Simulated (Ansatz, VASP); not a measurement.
KF in VASP and in Ansatz

```
K F
1.0
     0.00000    2.58172    2.38809
     2.40100    0.00000    2.38809
     2.40100    2.58172    0.00000
K F
1 1
Direct
  0.00000 0.00000 0.00000
  0.50000 0.50000 0.50000
```

Change from the starting cell: normal strain along x -0.0700, normal strain along z -0.0750.

Alike in both runs: task single point; functional LDA; k mesh 8 × 8 × 8; occupations gaussian, width 0.05 eV; no spin polarisation.

|  | VASP | Ansatz |
| --- | --- | --- |
| version | VASP 6.6.1 | Ansatz 0.2.0 |
| potentials or method | VASP PAW LDA potentials, release 64 (K_sv, F), cutoff 520 eV | scalar-relativistic, plane waves, PAW |
| valence electrons in the cell | 16 | 16 |

```tsv
	VASP	Ansatz	Ansatz less VASP
gap on the k mesh at the Fermi level (eV)	6.98	7.00	+0.024
least direct gap on the mesh (eV)	7.09	7.12	+0.026
pressure (GPa)	11.3	10.6	-0.66
traceless stress, the component that is largest in VASP (GPa)	-7.97	-7.60	+0.372
```

LDA's correlation is that of Perdew and Zunger in VASP and of Perdew and Wang (1992) in Ansatz.
